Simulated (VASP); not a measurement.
Li8HF8 (a cell with a defect), 17 atoms in the cell. The cell holds a defect, 17 atoms: a = 5.753 Å, b = 5.753 Å, c = 5.753 Å, α = 60.00°, β = 60.00°, γ = 60.00°. 

```yaml
Program: VASP 6.6.1
Task: single point
Functional: PBE
Potentials_or_basis: VASP PAW PBE potentials, release 64 (Li_sv, F, H)
Cutoff: 520 eV
k_mesh: 2 × 2 × 2
Occupations: gaussian, width 0.02 eV
Spin: collinear spin
Starting_moments: "[0.0, 0.0, 0.0, 0.0, 0.0, 0.0, 0.0, 0.0, 0.0, 0.0, 0.0, 0.0, 0.0, 0.0, 0.0, 0.0, 0.58] μB"
Dipole_correction: no
Further_INCAR_settings: LREAL = Auto; ALGO = Normal; EDIFF = 1e-06; NBANDS = 58
```

Potentials or basis: VASP PAW PBE potentials, release 64 (Li_sv, F, H).

Run with:

```bash
$ cat potpaw_PBE.64/Li_sv/POTCAR potpaw_PBE.64/F/POTCAR potpaw_PBE.64/H/POTCAR > POTCAR
$ mpirun -np 1 vasp_std > vasp.out
```

Hardware: 1 thread of Intel(R) Xeon(R) Platinum 8259CL CPU @ 2.50GHz (Skylake/Cascade Lake), on a shared host.

Question: Estimate the wall time of this run.

Answer: Wall time 6 min on 1 thread of Intel(R) Xeon(R) Platinum 8259CL CPU @ 2.50GHz (Skylake/Cascade Lake), on a shared host, peak memory 0.42 GiB. Counts: scf iterations 15, k points 8.
